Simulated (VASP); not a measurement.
**Na: single point with PBE**

Crystal: Na.

```
Na
1.0
     3.15228    0.00000    0.00000
    -1.57614    2.72996    0.00000
     0.00000    0.00000    5.17048
Na
2
Cartesian
  0.0000 1.8200 1.2926
  1.5761 0.9100 3.8779
```

This isn't the form of Na at room conditions, which is bcc.

* Program: VASP 6.6.1
* Task: single point
* Functional: PBE
* Potentials or basis: VASP PAW PBE potentials, release 64 (Na_pv)
* Cutoff: 520 eV
* k mesh: 12 × 12 × 6
* Occupations: fermi-dirac, width 0.05 eV
* Spin: no spin polarisation
* Dipole correction: no
* Further INCAR settings: ALGO = Normal; EDIFF = 1e-06; NBANDS = 14

```
Pressure               : 10.1 GPa
Band gap on the k mesh : zero (bands 7 and 8 overlap by 5.80 eV)
```

Stress tensor (GPa, compression positive):
```
10.07  0.00  0.00
 0.00 10.07  0.00
 0.00  0.00 10.18
```

Levels at points of the mesh, in eV from the Fermi level:
```
           k point  band 5  band 6  band 7  band 8  band 9  band 10
(0.00, 0.00, 0.00)  -24.68  -24.68   -4.47    0.68    1.56    13.25
(0.50, 0.00, 0.00)  -24.72  -24.70    0.31    0.73    4.67     5.34
(0.00, 0.00, 0.50)  -24.69  -24.69   -3.01   -3.01    7.44     7.44
(0.50, 0.00, 0.50)  -24.72  -24.72    1.43    1.43    2.28     2.28
```

Wall time 32 s on 1 thread of Intel Xeon 8259CL, on a shared host, peak memory 0.17 GiB.

Caveat: the cell stands under pressure.
